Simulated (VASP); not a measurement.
Input of a VASP 6.6.1 run:

INCAR

```
ALGO = Fast
EDIFF = 1E-7
ENCUT = 520
GGA = PE
ISIF = 2
ISMEAR = 0
LASPH = T
LCHARG = T
LELF = T
LREAL = F
LVHAR = T
LWAVE = F
NBANDS = 48
NELM = 60
PREC = Accurate
SIGMA = 0.1
```

File KPOINTS:

```
k-points
0
Gamma
  18 18 4
```

File POSCAR:

```
IrRh2
1.0
    2.6753770907      0.0000000000      0.0000000000
   -1.3376885454      2.3169445253      0.0000000000
    0.0000000000      0.0000000000     12.9606388547
Ir Rh
2 4
Direct
    0.3333333333      0.6666666667      0.2500000000
    0.6666666667      0.3333333333      0.7500000000
    0.3333333333      0.6666666667      0.9164419217
    0.3333333333      0.6666666667      0.5835580783
    0.6666666667      0.3333333333      0.0835580783
    0.6666666667      0.3333333333      0.4164419217
```

Potentials or basis: VASP PAW PBE potentials, release 64 (Ir, Rh_pv).

The run is started by

```sh
$ cat potpaw_PBE.64/Ir/POTCAR potpaw_PBE.64/Rh_pv/POTCAR > POTCAR
$ mpirun -np 1 vasp_std > vasp.out
```

(1) Predict the pressure.

(2) Predict the largest force.

## Answers

(1) 20.9 GPa.

(2) 0.031 eV/Å.

Caveat: the cell stands under pressure.
